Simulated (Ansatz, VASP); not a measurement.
## BN in VASP and in Ansatz

INCAR

```
SYSTEM = BN
PREC     = Accurate       ! precision mode
ENCUT    = 600            ! plane-wave cutoff, eV
EDIFF    = 1E-6           ! SCF threshold, eV
ISMEAR   = 0              ! smearing method
SIGMA    = 0.1            ! smearing width, eV
LREAL    = .False.        ! projectors in reciprocal space
LASPH    = .True.         ! aspherical terms in the spheres
NELM     = 120            ! most SCF steps
ALGO     = Normal         ! electronic algorithm
ISIF     = 2              ! what is computed and relaxed
LWAVE    = .False.        ! write WAVECAR
LCHARG   = .False.        ! write CHGCAR
GGA      = PE             ! functional
NBANDS   = 11             ! bands
GGA_COMPAT= .False.
```

KPOINTS

```
Automatic mesh
0
Gamma
  8 8 8
  0 0 0
```

Contents of POSCAR:

```
BN
1.0
    0.0000000000      1.8080000000      1.8080000000
    1.8080000000      0.0000000000      1.8080000000
    1.8080000000      1.8080000000      0.0000000000
B N
1 1
Direct
    0.0000000000      0.0000000000      0.0000000000
    0.2500000000      0.2500000000      0.2500000000
```

Input for Ansatz:

```yaml
crystal:
  lattice:
    - [0.0, 1.808, 1.808]
    - [1.808, 0.0, 1.808]
    - [1.808, 1.808, 0.0]
  atoms:
    - { symbol: B, position: [0.0, 0.0, 0.0] }
    - { symbol: "N", position: [0.25, 0.25, 0.25] }
basis:
  ecutwfc: 420
kpoints:
  mp_grid: { grid: [8, 8, 8] }
hamiltonian:
  xc: pbe
  pseudopotentials: { kind: paw, azcp: { folder: soft_1 } }
scf:
  occupations: { method: gaussian, width: 0.1 }
output:
  forces: true
  stress: true
  eigenvalues: true
```

Alike in both runs: task single point; functional PBE; k mesh 8 × 8 × 8; occupations gaussian, width 0.1 eV; no spin polarisation.

|  | VASP | Ansatz |
| --- | --- | --- |
| version | VASP 6.6.1 | Ansatz 0.2.0 |
| potentials or method | VASP PAW PBE potentials, release 64 (B, N), cutoff 600 eV | scalar-relativistic, plane waves, PAW |
| valence electrons in the cell | 8 | 8 |

VASP gave:

```
gap on the k mesh at the Fermi level (eV) : 4.46
least direct gap on the mesh (eV)         : 8.82
pressure (GPa)                            : 2.7
```

**Question.** Estimate Ansatz's values.

**Answer.** gap on the k mesh at the Fermi level (eV): 4.47; least direct gap on the mesh (eV): 8.82; pressure (GPa): 2.5.

The functional is the same, so the differences come from potentials, cutoffs and numerics.
